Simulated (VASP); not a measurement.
Here is a VASP 6.6.1 calculation.

The input INCAR:

```
  PREC = Accurate
  ENCUT = 520
  EDIFF = 1E-6
  ISMEAR = 0
  SIGMA = 0.1
  LREAL = False
  LASPH = True
  NELM = 100
  ALGO = Normal
  ISIF = 2
  LWAVE = False
  LCHARG = False
  GGA = PE
  NBANDS = 41
```

File KPOINTS:

```
regular mesh
0
Gamma
  8 8 8
```

File POSCAR:

```
BeCd3O4
1.0
    4.7772043904      0.0000000000      0.0000000000
    0.0000000000      4.7772043904      0.0000000000
    0.0000000000      0.0000000000      4.7772043904
Be Cd O
1 3 4
Direct
    0.0000000000      0.0000000000      0.0000000000
    0.0000000000      0.5000000000      0.5000000000
    0.5000000000      0.5000000000      0.0000000000
    0.5000000000      0.0000000000      0.5000000000
    0.7949732104      0.7949732104      0.2050267896
    0.7949732104      0.2050267896      0.7949732104
    0.2050267896      0.7949732104      0.7949732104
    0.2050267896      0.2050267896      0.2050267896
```

Potentials or basis: VASP PAW PBE potentials, release 64 (Be, Cd, O).

Launch:

```bash
$ cat potpaw_PBE.64/Be/POTCAR potpaw_PBE.64/Cd/POTCAR potpaw_PBE.64/O/POTCAR > POTCAR
$ mpirun -np 1 vasp_std > vasp.out
```

**Question.** What does it give for the pressure?

**Answer.** 1.1 GPa.

**Question.** Estimate the largest force.

**Answer.** 0.083 eV/Å.

Forces in eV/Å, atoms in the order of the input:
```
Be   0.000  0.000  0.000
Cd   0.000  0.000  0.000
Cd   0.000  0.000  0.000
Cd   0.000  0.000  0.000
O    0.048  0.048 -0.048
O    0.048 -0.048  0.048
O   -0.048  0.048  0.048
O   -0.048 -0.048 -0.048
```
